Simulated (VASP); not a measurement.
**K: single point with PBE**

K, a wire with vacuum:

```
K
1.0
    10.90000    0.00000    0.00000
     0.00000    9.30000    0.00000
     0.00000    0.00000    7.41023
K
2
Direct
  0.41502 0.50000 0.00000
  0.58498 0.50000 0.50000
```

* Program: VASP 6.6.1
* Task: single point
* Functional: PBE
* Potentials or basis: VASP PAW PBE potentials, release 64 (K_sv)
* Cutoff: 520 eV
* k mesh: 1 × 1 × 9
* Occupations: gaussian, width 0.05 eV
* Spin: collinear spin, ferromagnetic start
* Starting moments: [0.5, 0.5] μB
* Dipole correction: no
* Further INCAR settings: ALGO = Normal; EDIFF = 1e-06; NBANDS = 20

The largest force is 0.067 eV/Å, the band gap on the k mesh is 0.33 eV, direct and the net moment is 0.00 μB per cell. The valence electrons inside the program's atomic spheres are K 7.53.

Forces in eV/Å, atoms in the order of the input:
```
K   -0.067  0.000  0.000
K    0.067  0.000  0.000
```

Levels at points of the mesh, in eV from the valence-band top:
Spin up:
| k point | band 5 | band 6 | band 7 | band 8 | band 9 | band 10 | band 11 | band 12 | band 13 | band 14 |
| --- | --- | --- | --- | --- | --- | --- | --- | --- | --- | --- |
| (0.00, 0.00, 0.00) | -16.01 | -15.99 | -15.99 | -15.94 | -0.61 | 1.15 | 1.55 | 1.80 | 2.04 | 2.10 |
Spin down:
```
           k point  band 6  band 7  band 8  band 9  band 10  band 11  band 12  band 13
(0.00, 0.00, 0.00)  -15.99  -15.99  -15.94   -0.61     1.15     1.55     1.80     2.04
```

It took 15 min on 1 thread of Oxide Virtual Turin-like Processor, with other jobs on the host, peak memory 0.89 GiB.
